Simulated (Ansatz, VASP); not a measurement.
BeTe in VASP and in Ansatz

```
Be Te
1.0
     0.00000    2.83230    2.83230
     2.83230    0.00000    2.83230
     2.83230    2.83230    0.00000
Be Te
1 1
Cartesian
  0.0000 0.0000 0.0000
  1.4162 1.4162 1.4162
```

Alike in both runs: task single point; functional PBE; k mesh 8 × 8 × 8; occupations gaussian, width 0.02 eV; no spin polarisation.

|  | VASP | Ansatz |
| --- | --- | --- |
| version | VASP 6.6.1 | Ansatz 0.2.0 |
| potentials or method | VASP PAW PBE potentials, release 64 (Be, Te), cutoff 600 eV | scalar-relativistic, plane waves, PAW |
| valence electrons in the cell | 8 | 18 |

Ansatz gave:

```
gap on the k mesh at the Fermi level (eV) : 2.03
least direct gap on the mesh (eV)         : 3.64
pressure (GPa)                            : 0.0
```

What did VASP give for the same quantities?

gap on the k mesh at the Fermi level (eV): 2.02; least direct gap on the mesh (eV): 3.62; pressure (GPa): 0.1.

VASP's potentials hold 8 valence electrons a cell and Ansatz's 18, so a difference there can come from the potentials and not from the codes.

Spin-orbit coupling is off throughout.
